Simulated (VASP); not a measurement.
# LiCl (Fm-3m) in VASP: notebook

The runs below take LiCl through single point, with LDA.

Program: VASP 6.6.1. These are calculated values, not measurements. Logs are shortened: lines on timing, memory, paths and dates and some standing lists are left out, and cuts for length are marked.

### 1 The cell of the first run

Symmetry: Fm-3m, No. 225, cubic system. Conventional cell: a = 5.025 Å, b = 5.025 Å, c = 5.025 Å, α = 90.00°, β = 90.00°, γ = 90.00°. Within 3.3 Å of Cl (site symmetry m-3m) lie 6 Li at 2.51 Å. Within 3.3 Å of Li (site symmetry m-3m) lie 6 Cl at 2.51 Å.

### 2 Single point, LDA

Contents of INCAR:

```
SYSTEM = LiCl
PREC = Accurate
ENCUT = 520
EDIFF = 1E-6
ISMEAR = -1
SIGMA = 0.02
LREAL = .False.
LASPH = .True.
NELM = 80
ALGO = Normal
ISIF = 2
LWAVE = .False.
LCHARG = .False.
GGA = CA
NBANDS = 12
```

Contents of KPOINTS:

```
Automatic mesh
0
Gamma
  14 14 14
  0 0 0
```

Contents of POSCAR:

```
LiCl
1.0
    0.0000000000      2.5124130641      2.5124130641
    2.5124130641      0.0000000000      2.5124130641
    2.5124130641      2.5124130641      0.0000000000
Cl Li
1 1
Direct
    0.5000000000      0.5000000000      0.5000000000
    0.0000000000      0.0000000000      0.0000000000
```

Potentials or basis: VASP PAW LDA potentials, release 64 (Cl, Li_sv).

The run is started by

```
cat potpaw_LDA.64/Cl/POTCAR potpaw_LDA.64/Li_sv/POTCAR > POTCAR
mpirun -np 1 vasp_std > vasp.out
```

OUTCAR:

```text
SYSTEM = LiCl
   PREC = Accurate
   ENCUT = 520
   EDIFF = 1E-6
   ISMEAR = -1
   LREAL = .False.
   LASPH = .True.
   NELM = 80
   ISIF = 2
   GGA = CA

 ion  position               nearest neighbor table
   1  0.500  0.500  0.500-   2 2.51   2 2.51   2 2.51   2 2.51   2 2.51   2 2.51
   2  0.000  0.000  0.000-   1 2.51   1 2.51   1 2.51   1 2.51   1 2.51   1 2.51

  LATTYP: Found a face centered cubic cell.
 ALAT       =     5.0248261282

  Lattice vectors:

 A1 = (   0.0000000000,   2.5124130641,   2.5124130641)
 A2 = (   2.5124130641,   0.0000000000,   2.5124130641)
 A3 = (   2.5124130641,   2.5124130641,   0.0000000000)

Analysis of symmetry for initial positions (statically):
=====================================================================
 Subroutine PRICEL returns:
 Original cell was already a primitive cell.

 Routine SETGRP: Setting up the symmetry group for a
 face centered cubic supercell.

 Subroutine GETGRP returns: Found 48 space group operations
 (whereof 48 operations were pure point group operations)
 out of a pool of 48 trial point group operations.

The static configuration has the point symmetry O_h .

Analysis of symmetry for dynamics (positions and initial velocities):
=====================================================================
 Subroutine PRICEL returns:
 Original cell was already a primitive cell.

 Routine SETGRP: Setting up the symmetry group for a
 face centered cubic supercell.

 Subroutine GETGRP returns: Found 48 space group operations
 (whereof 48 operations were pure point group operations)
 out of a pool of 48 trial point group operations.

The dynamic configuration has the point symmetry O_h .

 Subroutine INISYM returns: Found 48 space group operations
 (whereof 48 operations are pure point group operations),
 and found     1 'primitive' translations

----------------------------------------------------------------------------------------

                                     Primitive cell

  volume of cell :      31.7178

  direct lattice vectors                    reciprocal lattice vectors
     0.000000000  2.512413064  2.512413064    -0.199011861  0.199011861  0.199011861
     2.512413064  0.000000000  2.512413064     0.199011861 -0.199011861  0.199011861
     2.512413064  2.512413064  0.000000000     0.199011861  0.199011861 -0.199011861

  length of vectors
     3.553088630  3.553088630  3.553088630     0.344698655  0.344698655  0.344698655

  position of ions in fractional coordinates (direct lattice)
     0.500000000  0.500000000  0.500000000
     0.000000000  0.000000000  0.000000000

  ion indices of the primitive-cell ions
   primitive index   ion index
                 1           1
                 2           2

----------------------------------------------------------------------------------------

 KPOINTS: Automatic mesh

Automatic generation of k-mesh.
 Grid dimensions read from file:
 generate k-points for:   14   14   14

 Generating k-lattice:

  Cartesian coordinates                     Fractional coordinates (reciprocal lattice)
    -0.014215133  0.014215133  0.014215133     0.071428571  0.000000000  0.000000000
     0.014215133 -0.014215133  0.014215133     0.000000000  0.071428571  0.000000000
     0.014215133  0.014215133 -0.014215133     0.000000000  0.000000000  0.071428571

  Length of vectors
     0.024621332  0.024621332  0.024621332

  Shift w.r.t. Gamma in fractional coordinates (k-lattice)
     0.000000000  0.000000000  0.000000000

 Subroutine IBZKPT returns following result:
 ===========================================

 Found    104 irreducible k-points:

 Following reciprocal coordinates:
            Coordinates               Weight
  0.000000  0.000000  0.000000      1.000000
  0.071429  0.000000  0.000000      8.000000
  0.142857  0.000000  0.000000      8.000000
  0.214286  0.000000  0.000000      8.000000
  0.285714  0.000000  0.000000      8.000000
  0.357143  0.000000  0.000000      8.000000
[... 16 lines left out ...]
  0.214286  0.142857  0.000000     24.000000
  0.285714  0.142857  0.000000     24.000000
 [... further k-points ...]
   k-points           NKPTS =    104   k-points in BZ     NKDIM =    104   number of bands    NBANDS=     12
   number of dos      NEDOS =    301   number of ions     NIONS =      2
   total plane-waves  NPLWV =  21952
   dimension x,y,z NGX =    28 NGY =   28 NGZ =   28
   dimension x,y,z NGXF=    56 NGYF=   56 NGZF=   56
   ions per type =               1   1
   NGX,Y,Z   is equivalent  to a cutoff of  13.10, 13.10, 13.10 a.u.
   NGXF,Y,Z  is equivalent  to a cutoff of  26.20, 26.20, 26.20 a.u.
 SYSTEM =  LiCl
   PREC   = accura    normal or accurate (medium, high low for compatibility)
   ISTART =      0    job   : 0-new  1-cont  2-samecut
   ICHARG =      2    charge: 1-file 2-atom 10-const
   ISPIN  =      1    spin polarized calculation?
   LNONCOLLINEAR =      F non collinear calculations
   LSORBIT =      F    spin-orbit coupling
   LASPH  =      T    aspherical Exc in radial PAW
   ENCUT  =  520.0 eV  38.22 Ry    6.18 a.u.   6.61  6.61  6.61*2*pi/ulx,y,z
   NELM   =     80;   NELMIN=  2; NELMDL= -5     # of ELM steps
   EDIFF  = 0.1E-05   stopping-criterion for ELM
   LREAL  =      F    real-space projection
   EDIFFG = 0.1E-04   stopping-criterion for IOM
   NSW    =      0    number of steps for IOM
   IBRION =     -1    ionic relax: 0-MD 1-quasi-New 2-CG
   NFREE  =      0    steps in history (QN), initial steepest desc. (CG)
   ISIF   =      2    stress and relaxation
   ISYM   =      2    0-nonsym 1-usesym 2-fastsym
   POTIM  = 0.5000    time-step for ionic-motion
   TEBEG  =    0.0;   TEEND  =   0.0 temperature during run
   PSTRESS=    0.0 pullay stress
   NELECT =      10.0000    total number of electrons
   NUPDOWN=      -1.0000    fix difference up-down
   EMIN   =  10.00;   EMAX   =-10.00  energy-range for DOS
   EFERMI =   0.00;   METHOD = LEGACY
   ISMEAR =    -1;   SIGMA  =   0.02  broadening in eV -4-tet -1-fermi 0-gaus
   EFERMI_NEDOS =   21; number of points for ismear=-14 and -15
   IALGO  =     38    algorithm
   IMIX   =      4    mixing-type and parameters
     AMIX     =   0.40;   BMIX     =  1.00
     AMIX_MAG =   1.60;   BMIX_MAG =  1.00
  volume/ion in A,a.u.               =      15.86       107.02
  Fermi-wavevector in a.u.,A,eV,Ry     =   1.114227  2.105584 16.891666  1.241502
  Thomas-Fermi vector in A             =   2.250820
   LORBIT       =      0    0 simple, 1 ext, 2 COOP (PROOUT), +10 PAW based schemes
   GGA     = CA    functional components
   LHFCALC =     F    Hartree Fock is set to
   AEXX    =    0.0000 exact exchange contribution
   IVDW    =     0    specifies the selected vdW correction
   LEPSILON=     F    determine dielectric tensor
   LRPA    =     F    only Hartree local field effects (RPA)
 non-spin polarized calculation
  energy-cutoff  :      520.00
  volume of cell :       31.72
 maximum number of plane-waves:       881
   NGX = 13   NGY = 13   NGZ = 13

 number of electron      10.0000000 magnetization

 number of electron       9.9999994 magnetization

 Free energy of the ion-electron system (eV)
  ---------------------------------------------------
  ext. energy  EPLUGINS =         0.00000000
  ---------------------------------------------------
  free energy    TOTEN  =        -8.09154606 eV

  energy without entropy =       -8.09154606  energy(sigma->0) =       -8.09154606

 E-fermi :   1.4105     XC(G=0):  -9.4297

 val. band max:        0.9487279647   @ k =  -0.0714   0.0714   0.0000
 cond. band min:       7.3220419071   @ k =   0.0000   0.0000   0.0000
 fundamental gap:      6.3733139425
 Fermi energy:         1.4105105324

 k-point     1 :       0.0000    0.0000    0.0000
  band No.  band energies     occupation
      1     -41.4392      2.00000
      2     -12.6130      2.00000
      3       0.9431      2.00000
      4       0.9431      2.00000
      5       0.9431      2.00000
      6       7.3220      0.00000
      7      12.7317      0.00000
      8      12.7317      0.00000
      9      12.7317      0.00000
     10      15.4091      0.00000
     11      15.4091      0.00000
     12      15.4091      0.00000

 k-point     2 :       0.0714    0.0000    0.0000
  band No.  band energies     occupation
      1     -41.4390      2.00000
      2     -12.5836      2.00000
      3       0.7321      2.00000
      4       0.9271      2.00000
      5       0.9271      2.00000
      6       7.5019      0.00000
      7      12.3631      0.00000
      8      12.7659      0.00000
      9      12.7659      0.00000
     10      14.3757      0.00000
     11      14.3757      0.00000
     12      15.6377      0.00000

 k-point     3 :       0.1429    0.0000    0.0000
  band No.  band energies     occupation
      1     -41.4383      2.00000
      2     -12.4993      2.00000
      3       0.1953      2.00000
      4       0.8834      2.00000
      5       0.8834      2.00000
      6       7.8796      0.00000
      7      11.8212      0.00000
      8      12.5072      0.00000
      9      12.5072      0.00000
     10      13.9657      0.00000
     11      13.9657      0.00000
     12      15.9829      0.00000
[... 286 lines left out ...]
 k-point    23 :       0.2143    0.1429    0.0000
  band No.  band energies     occupation
      1     -41.4374      2.00000
      2     -12.3624      2.00000
      3      -0.1920      2.00000
      4       0.5549      2.00000
      5       0.5983      2.00000
      6       8.7096      0.00000
      7      11.0020      0.00000
      8      11.2554      0.00000
      9      12.8202      0.00000
     10      13.2408      0.00000
     11      15.9080      0.00000
     12      17.1803      0.00000

 k-point    24 :       0.2857    0.1429    0.0000
  band No.  band energies     occupation
      1     -41.4365      2.00000
      2     -12.2310      2.00000
      3      -0.7882      2.00000
      4       0.4608      2.00000
      5       0.5054      2.00000
      6       8.9043      0.00000
      7      10.6722      0.00000
      8      11.0167      0.00000
      9      12.3647      0.00000
     10      13.9430      0.00000
     11      16.3696      0.00000
     12      17.6334      0.00000

 [... further k-points ...]

------------------------ aborting loop because EDIFF is reached ----------------------------------------

  FORCE on cell =-STRESS in cart. coord.  units (eV):
  Direction    XX          YY          ZZ          XY          YZ          ZX
  --------------------------------------------------------------------------------------
  -------------------------------------------------------------------------------------
  Total       -0.2858068     -0.2858068     -0.2858068      0.0000000      0.0000000     -0.0000000
  in kB      -14.4370995    -14.4370995    -14.4370995      0.0000000      0.0000000     -0.0000000
  external PRESSURE =     -14.4370995 kB  Pullay stress =       0.0000000 kB

 VOLUME and BASIS-vectors are now :
 -----------------------------------------------------------------------------
  energy-cutoff  :      520.00
  volume of cell :       31.72
      direct lattice vectors                 reciprocal lattice vectors
     0.000000000  2.512413064  2.512413064    -0.199011861  0.199011861  0.199011861
     2.512413064  0.000000000  2.512413064     0.199011861 -0.199011861  0.199011861
     2.512413064  2.512413064  0.000000000     0.199011861  0.199011861 -0.199011861

 POSITION                                       TOTAL-FORCE (eV/Angst)
 -----------------------------------------------------------------------------------
      2.51241      2.51241      2.51241        -0.000000     -0.000000     -0.000000
      0.00000      0.00000      0.00000         0.000000      0.000000      0.000000
 -----------------------------------------------------------------------------------
    total drift:                                0.000000      0.000000      0.000000

  FREE ENERGIE OF THE ION-ELECTRON SYSTEM (eV)
  ---------------------------------------------------
  free  energy   TOTEN  =        -8.0915460583 eV

  energy  without entropy=       -8.0915460583  energy(sigma->0) =       -8.09154606
```

Wall time 13 s (1 thread of Intel Xeon 6975P-C (Granite Rapids), shared host); peak memory 0.15 GiB.

Results:

| Property | Result |
| --- | --- |
| Free energy | -8.0915 eV |
| Band gap on the k mesh | 6.37 eV (least direct gap 6.38 eV) |

Levels at points of the mesh, in eV from the valence-band top:
```tsv
k point	band 2	band 3	band 4	band 5	band 6	band 7	band 8	band 9
(0.00, 0.00, 0.00)	-13.56	-0.01	-0.01	-0.01	6.37	11.78	11.78	11.78
(0.50, 0.00, 0.00)	-12.89	-3.16	-0.29	-0.29	6.47	9.23	9.23	13.31
(0.50, 0.50, 0.00)	-12.58	-3.30	-1.27	-1.27	7.77	7.90	12.62	14.19
```

Caveat: the cutoff is under 1.25 times the usual one of these potentials, so pressure, stress and relaxed cells hold a basis-set (Pulay) error. A k mesh can miss the band edges.

### 3 Single point, LDA

This run uses another cell than the first one, of 16.37 Å³/atom.

Contents of INCAR:

```
SYSTEM = LiCl
PREC = Accurate
ENCUT = 520
EDIFF = 1E-7
ISMEAR = -1
SIGMA = 0.02
LREAL = .False.
LASPH = .True.
NELM = 60
ALGO = Normal
ISIF = 2
LWAVE = .False.
LCHARG = .True.
GGA = CA
LELF = .True.
LVHAR = .True.
NBANDS = 12
```

KPOINTS is that of step 2.

Contents of POSCAR:

```
LiCl
1.0
    0.0000000000      2.5388614610      2.5388614610
    2.5388614610      0.0000000000      2.5388614610
    2.5388614610      2.5388614610      0.0000000000
Cl Li
1 1
Direct
    0.5000000000      0.5000000000      0.5000000000
    0.0000000000      0.0000000000      0.0000000000
```

Potentials or basis: VASP PAW LDA potentials, release 64 (Cl, Li_sv).

The run is started by

```
cat potpaw_LDA.64/Cl/POTCAR potpaw_LDA.64/Li_sv/POTCAR > POTCAR
mpirun -np 1 vasp_std > vasp.out
```

It took 14 s on 1 thread of Intel Xeon 6975P-C (Granite Rapids), shared host; peak memory 0.16 GiB.

It converged, with:

| Quantity | Value |
| --- | --- |
| Free energy | -8.0797 eV |
| Band gap on the k mesh | 6.18 eV (least direct gap 6.18 eV) |

Levels at points of the mesh, in eV from the valence-band top:
```csv
k point,band 2,band 3,band 4,band 5,band 6,band 7,band 8,band 9
"(0.00, 0.00, 0.00)",-13.44,-0.01,-0.01,-0.01,6.18,11.76,11.76,11.76
"(0.50, 0.00, 0.00)",-12.81,-3.03,-0.28,-0.28,6.44,9.22,9.22,12.98
"(0.50, 0.50, 0.00)",-12.53,-3.14,-1.20,-1.20,7.70,7.95,12.35,13.95
```

Caveat: the cutoff is under 1.25 times the usual one of these potentials, so pressure, stress and relaxed cells hold a basis-set (Pulay) error.
